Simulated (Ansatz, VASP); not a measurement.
**B: VASP beside Ansatz**

Contents of INCAR:

```
SYSTEM = B
PREC     = Accurate       ! precision mode
ENCUT    = 520            ! plane-wave cutoff, eV
EDIFF    = 1E-6           ! SCF threshold, eV
ISMEAR   = -1             ! smearing method
SIGMA    = 0.1            ! smearing width, eV
LREAL    = .FALSE.        ! projectors in reciprocal space
LASPH    = .TRUE.         ! aspherical terms in the spheres
NELM     = 100            ! most SCF steps
ALGO     = Normal         ! electronic algorithm
ISIF     = 2              ! what is computed and relaxed
LWAVE    = .FALSE.        ! write WAVECAR
LCHARG   = .FALSE.        ! write CHGCAR
GGA      = B5             ! functional
ALDAX    = 1.0          
AGGAX    = 1.0          
AGGAC    = 1.0          
ALDAC    = 0.0          
NBANDS   = 8              ! bands
```

KPOINTS

```
Automatic mesh
0
G
  21 21 21
  0 0 0
```

POSCAR

```
B
1.0
   -1.2031276926      1.2031276926      1.2031276926
    1.2031276926     -1.2031276926      1.2031276926
    1.2031276926      1.2031276926     -1.2031276926
B
1
Direct
    0.0000000000      0.0000000000      0.0000000000
```

Input for Ansatz:

```yaml
crystal:
  lattice:
    - [-1.2031276926, 1.2031276926, 1.2031276926]
    - [1.2031276926, -1.2031276926, 1.2031276926]
    - [1.2031276926, 1.2031276926, -1.2031276926]
  atoms:
    - { symbol: B, position: [0.0, 0.0, 0.0] }
hamiltonian:
  xc: blyp
  pseudopotentials:
    kind: paw
    azcp:
      B: "pseudopotentials/B.paw.azcp"
basis:
  ecutwfc: 420
  fft_grid_basis: typed
kpoints:
  mp_grid: { grid: [21, 21, 21], shift: [0, 0, 0] }
magnetization:
  spin_polarized: false
scf:
  occupations: { method: fermi_dirac, width: 0.1 }
  lower_state_search: "off"
output:
  stress: true
  write_density: true
  write_potential: true
  elf: true
  volumetric_format: npy
```

Alike in both runs: task single point; functional BLYP; k mesh 21 × 21 × 21; occupations fermi-dirac, width 0.1 eV; no spin polarisation.

|  | VASP | Ansatz |
| --- | --- | --- |
| version | VASP 6.6.1 | Ansatz 0.2.0 |
| potentials or method | VASP PAW PBE potentials, release 64 (B), cutoff 520 eV | plane waves (420 eV) with PAW, scalar-relativistic |
| valence electrons in the cell | 3 | 3 |

```csv
,VASP,Ansatz,Ansatz less VASP
pressure (GPa),-11.0,-11.0,-0.02
```

VASP's potentials were made for PBE, not for BLYP. With one functional, cell and mesh, what is left measures potentials, basis and numerics.
